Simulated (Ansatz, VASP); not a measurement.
## MgS: VASP beside Ansatz

```xyz
2
Lattice="0.0000 2.5947 2.5947 2.5947 0.0000 2.5947 2.5947 2.5947 0.0000" Properties=species:S:1:pos:R:3 pbc="T T T"
Mg    0.0000    0.0000    0.0000
S     2.5947    2.5947    2.5947
```

Alike in both runs: task single point; functional PBE; dispersion D3(BJ); k mesh 8 × 8 × 8; occupations gaussian, width 0.05 eV; no spin polarisation.

|  | VASP | Ansatz |
| --- | --- | --- |
| version | VASP 6.6.1 | Ansatz 0.2.0 |
| potentials or method | VASP PAW PBE potentials, release 64 (Mg, S), cutoff 600 eV | scalar-relativistic, plane waves, PAW |
| valence electrons in the cell | 8 | 16 |

Ansatz gave:

- gap on the k mesh at the Fermi level (eV): 2.81
- least direct gap on the mesh (eV): 3.79
- pressure (GPa): -1.5

What did VASP give for the same quantities?

gap on the k mesh at the Fermi level (eV): 2.79; least direct gap on the mesh (eV): 3.77; pressure (GPa): -1.8.

VASP's potentials hold 8 valence electrons a cell and Ansatz's 16, so a difference there can come from the potentials and not from the codes.
